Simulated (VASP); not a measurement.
# CuI (F-43m) in VASP: single point with PBE0

Aim: the single point of CuI with PBE0.

Everything below comes from runs of VASP 6.6.1. Logs are shortened: lines on timing, memory, paths and dates and some standing lists are left out, and cuts for length are marked.

**1. The cell of the first run**

It takes space group F-43m (No. 216, cubic). The conventional cell has a = 5.939 Å, b = 5.939 Å, c = 5.939 Å, α = 90.00°, β = 90.00°, γ = 90.00°. Cu (site symmetry -43m) has 4 I at 2.57 Å within 3.4 Å. I (site symmetry -43m) has 4 Cu at 2.57 Å within 3.4 Å.

**2. Single point, PBE0**

Input file POSCAR:

```
CuI
1.0
    0.0000000000      2.9693173945      2.9693173945
    2.9693173945      0.0000000000      2.9693173945
    2.9693173945      2.9693173945      0.0000000000
Cu I
1 1
Direct
    0.0000000000      0.0000000000      0.0000000000
    0.2500000000      0.2500000000      0.2500000000
```

Input file INCAR.step1:

```
SYSTEM = CuI
PREC     = Accurate       ! precision mode
ENCUT    = 520            ! plane-wave cutoff, eV
EDIFF    = 1E-5           ! SCF threshold, eV
ISMEAR   = 0              ! smearing method
SIGMA    = 0.01           ! smearing width, eV
LREAL    = .False.        ! projectors in reciprocal space
LASPH    = .True.         ! aspherical terms in the spheres
NELM     = 120            ! most SCF steps
ALGO     = Normal         ! electronic algorithm
ISIF     = 2              ! what is computed and relaxed
LWAVE    = .True.         ! write WAVECAR
LCHARG   = .False.        ! write CHGCAR
NBANDS   = 16             ! bands
GGA      = PE             ! functional
GGA_COMPAT= .False.
```

Input file INCAR.step2:

```
SYSTEM = CuI
PREC     = Accurate       ! precision mode
ENCUT    = 520            ! plane-wave cutoff, eV
EDIFF    = 1E-6           ! SCF threshold, eV
ISMEAR   = 0              ! smearing method
SIGMA    = 0.01           ! smearing width, eV
LREAL    = .False.        ! projectors in reciprocal space
LASPH    = .True.         ! aspherical terms in the spheres
NELM     = 120            ! most SCF steps
ALGO     = Normal         ! electronic algorithm
ISIF     = 2              ! what is computed and relaxed
LWAVE    = .False.        ! write WAVECAR
LCHARG   = .False.        ! write CHGCAR
GGA      = PE             ! functional
LHFCALC  = .True.         ! exact exchange
AEXX     = 0.25           ! exact-exchange fraction
PRECFOCK = Normal       
NBANDS   = 16             ! bands
ISTART   = 1            
GGA_COMPAT= .False.
```

Input file KPOINTS:

```
regular mesh
0
Gamma
  6 6 6
  0 0 0
```

Potentials or basis: VASP PAW PBE potentials, release 64 (Cu, I).

On the command line:

```
$ cat potpaw_PBE.64/Cu/POTCAR potpaw_PBE.64/I/POTCAR > POTCAR
$ cp INCAR.step1 INCAR
$ mpirun -np 1 vasp_std > vasp.out
$ cp INCAR.step2 INCAR
$ mpirun -np 1 vasp_std > vasp.out
```

OUTCAR:

```text
SYSTEM = CuI
   PREC = Accurate
   ENCUT = 520
   EDIFF = 1E-6
   ISMEAR = 0
   LREAL = .False.
   LASPH = .True.
   NELM = 120
   ISIF = 2
   GGA = PE
   LHFCALC = .True.
   AEXX = 0.25
   PRECFOCK = Normal
   ISTART = 1

 ion  position               nearest neighbor table
   1  0.000  0.000  0.000-   2 2.57   2 2.57   2 2.57   2 2.57
   2  0.250  0.250  0.250-   1 2.57   1 2.57   1 2.57   1 2.57

  LATTYP: Found a face centered cubic cell.
 ALAT       =     5.9386347890

  Lattice vectors:

 A1 = (   0.0000000000,   2.9693173945,   2.9693173945)
 A2 = (   2.9693173945,   0.0000000000,   2.9693173945)
 A3 = (   2.9693173945,   2.9693173945,   0.0000000000)

Analysis of symmetry for initial positions (statically):
=====================================================================
 Subroutine PRICEL returns:
 Original cell was already a primitive cell.

 Routine SETGRP: Setting up the symmetry group for a
 face centered cubic supercell.

 Subroutine GETGRP returns: Found 24 space group operations
 (whereof 24 operations were pure point group operations)
 out of a pool of 48 trial point group operations.

The static configuration has the point symmetry T_d .

Analysis of symmetry for dynamics (positions and initial velocities):
=====================================================================
 Subroutine PRICEL returns:
 Original cell was already a primitive cell.

 Routine SETGRP: Setting up the symmetry group for a
 face centered cubic supercell.

 Subroutine GETGRP returns: Found 24 space group operations
 (whereof 24 operations were pure point group operations)
 out of a pool of 48 trial point group operations.

The dynamic configuration has the point symmetry T_d .

 Subroutine INISYM returns: Found 24 space group operations
 (whereof 24 operations are pure point group operations),
 and found     1 'primitive' translations

----------------------------------------------------------------------------------------

                                     Primitive cell

  volume of cell :      52.3600

  direct lattice vectors                    reciprocal lattice vectors
     0.000000000  2.969317394  2.969317394    -0.168388870  0.168388870  0.168388870
[... 81 lines left out ...]
   IBRION =     -1    ionic relax: 0-MD 1-quasi-New 2-CG
   NFREE  =      0    steps in history (QN), initial steepest desc. (CG)
   ISIF   =      2    stress and relaxation
   ISYM   =      3    0-nonsym 1-usesym 2-fastsym
   POTIM  = 0.5000    time-step for ionic-motion
   TEBEG  =    0.0;   TEEND  =   0.0 temperature during run
   PSTRESS=    0.0 pullay stress
   NELECT =      18.0000    total number of electrons
   NUPDOWN=      -1.0000    fix difference up-down
   EMIN   =  10.00;   EMAX   =-10.00  energy-range for DOS
   EFERMI =   0.00;   METHOD = LEGACY
   ISMEAR =     0;   SIGMA  =   0.01  broadening in eV -4-tet -1-fermi 0-gaus
   EFERMI_NEDOS =   21; number of points for ismear=-14 and -15
   IALGO  =     38    algorithm
   IMIX   =      1    mixing-type and parameters
     AMIX     =   0.40;   BMIX     =  1.00
     AMIX_MAG =   1.60;   BMIX_MAG =  1.00
  volume/ion in A,a.u.               =      26.18       176.67
  Fermi-wavevector in a.u.,A,eV,Ry     =   1.146830  2.167194 17.894642  1.315219
  Thomas-Fermi vector in A             =   2.283513
   LORBIT       =      0    0 simple, 1 ext, 2 COOP (PROOUT), +10 PAW based schemes
   GGA     = PE    functional components
   LHFCALC =     T    Hartree Fock is set to
   PRECFOCK=normal    Normal, Fast or Accurate (Low or Medium for compatibility)
   ENCUT4O =  -1.0   cutoff for four orbital integrals eV
   NKREDX  =     1    reduce k-point grid by
   NKREDY  =     1    reduce k-point grid by
   NKREDZ  =     1    reduce k-point grid by
   AEXX    =    0.2500 exact exchange contribution
   HFSCREEN=    0.0000 screening length (either q_TF or 0.3 A-1)
   HFSCREENC=   0.0000 screening length for correlation (either q_TF or 0.3 A-1)
   ENCUTFOCK=  -1.0 apply spherical cutoff to Coloumb kernel
   IVDW    =     0    specifies the selected vdW correction
   LEPSILON=     F    determine dielectric tensor
   LRPA    =     F    only Hartree local field effects (RPA)
 non-spin polarized calculation
 Gauss-broadening in eV      SIGMA  =   0.01
  energy-cutoff  :      520.00
  volume of cell :       52.36
 maximum number of plane-waves:      1420
  NGX = 24; NGY = 24; NGZ = 24

 number of electron      17.9999993 magnetization

 Free energy of the ion-electron system (eV)
  ---------------------------------------------------
  ext. energy  EPLUGINS =         0.00000000
  ---------------------------------------------------
  free energy    TOTEN  =        -6.96773738 eV

  energy without entropy =       -6.96773738  energy(sigma->0) =       -6.96773738

 E-fermi :   3.9460     XC(G=0):  -7.2718

 val. band max:        3.8403902579   @ k =   0.0000   0.0000   0.0000
 cond. band min:       7.2323101634   @ k =   0.0000   0.0000   0.0000
 fundamental gap:      3.3919199054
 Fermi energy:         3.9459914574

 k-point     1 :       0.0000    0.0000    0.0000
  band No.  band energies     occupation
      1     -11.3675      2.00000
      2      -0.5547      2.00000
      3      -0.5547      2.00000
      4      -0.5547      2.00000
      5       0.9956      2.00000
      6       0.9956      2.00000
[... 281 lines left out ...]
      3      -0.8757      2.00000
      4      -0.3229      2.00000
      5       0.9513      2.00000
      6       1.0367      2.00000
[... 8 lines left out ...]
     15      18.0885      0.00000
     16      18.5467      0.00000

------------------------ aborting loop because EDIFF is reached ----------------------------------------

  FORCE on cell =-STRESS in cart. coord.  units (eV):
  Direction    XX          YY          ZZ          XY          YZ          ZX
  --------------------------------------------------------------------------------------
  -------------------------------------------------------------------------------------
  Total        1.0151550      1.0151550      1.0151550     -0.0000000      0.0000000     -0.0000000
  in kB       31.0629779     31.0629779     31.0629779     -0.0000000      0.0000000     -0.0000000
  external PRESSURE =      31.0629779 kB  Pullay stress =       0.0000000 kB

 VOLUME and BASIS-vectors are now :
 -----------------------------------------------------------------------------
  energy-cutoff  :      520.00
  volume of cell :       52.36
      direct lattice vectors                 reciprocal lattice vectors
     0.000000000  2.969317394  2.969317394    -0.168388870  0.168388870  0.168388870
     2.969317394  0.000000000  2.969317394     0.168388870 -0.168388870  0.168388870
     2.969317394  2.969317394  0.000000000     0.168388870  0.168388870 -0.168388870

 POSITION                                       TOTAL-FORCE (eV/Angst)
 -----------------------------------------------------------------------------------
      0.00000      0.00000      0.00000         0.000000      0.000000      0.000000
      1.48466      1.48466      1.48466        -0.000000     -0.000000     -0.000000
 -----------------------------------------------------------------------------------
    total drift:                               -0.000055      0.000013      0.000009

  FREE ENERGIE OF THE ION-ELECTRON SYSTEM (eV)
  ---------------------------------------------------
  free  energy   TOTEN  =        -6.9677373768 eV

  energy  without entropy=       -6.9677373768  energy(sigma->0) =       -6.96773738
```

OUTCAR.step1:

```text
SYSTEM = CuI
   PREC = Accurate
   ENCUT = 520
   EDIFF = 1E-5
   ISMEAR = 0
   LREAL = .False.
   LASPH = .True.
[... 514 lines left out ...]
      0.00000      0.00000      0.00000         0.000000     -0.000000     -0.000000
      1.48466      1.48466      1.48466        -0.000000      0.000000      0.000000
 -----------------------------------------------------------------------------------
    total drift:                                0.000000      0.000000      0.000000

  FREE ENERGIE OF THE ION-ELECTRON SYSTEM (eV)
  ---------------------------------------------------
  free  energy   TOTEN  =        -5.5219899120 eV

  energy  without entropy=       -5.5219899120  energy(sigma->0) =       -5.52198991
```

OSZICAR.step1:

```text
N       E                     dE             d eps       ncg     rms          rms(c)
DAV:   1     0.102821217935E+03    0.10282E+03   -0.78749E+03   512   0.120E+03
DAV:   2     0.792984733725E+00   -0.10203E+03   -0.93903E+02   544   0.230E+02
DAV:   3    -0.558671481405E+01   -0.63797E+01   -0.63031E+01   712   0.647E+01
DAV:   4    -0.577653466339E+01   -0.18982E+00   -0.18977E+00   664   0.970E+00
DAV:   5    -0.577851501200E+01   -0.19803E-02   -0.19803E-02   760   0.104E+00    0.575E+00
DAV:   6    -0.569337212496E+01    0.85143E-01   -0.30337E+00   544   0.484E+01    0.371E+00
DAV:   7    -0.552356135051E+01    0.16981E+00   -0.73253E-01   552   0.290E+01    0.186E+00
DAV:   8    -0.552462804915E+01   -0.10667E-02   -0.40368E-02   784   0.288E+00    0.477E-01
DAV:   9    -0.552179030726E+01    0.28377E-02   -0.10619E-02   656   0.312E+00    0.136E-01
DAV:  10    -0.552197717408E+01   -0.18687E-03   -0.63099E-04   600   0.215E-01    0.515E-02
DAV:  11    -0.552199035778E+01   -0.13184E-04   -0.26061E-04   640   0.471E-01    0.305E-02
DAV:  12    -0.552198991205E+01    0.44573E-06   -0.19160E-05   568   0.623E-02
   1 F= -.55219899E+01 E0= -.55219899E+01  d E =-.321965E-13
```

It took 1.6 h on 1 thread of AMD EPYC 7R13, shared host; peak memory 0.18 GiB.

What came out:

```yaml
Free_energy: -6.9677 eV
Pressure: 3.1 GPa
Band_gap_on_the_k_mesh: 3.39 eV
```

Caveat: the cell stands under pressure; the PAW data sets were made with another functional, which shifts forces and pressure a little; spin-orbit coupling is left out, which moves the levels of the heavy elements.
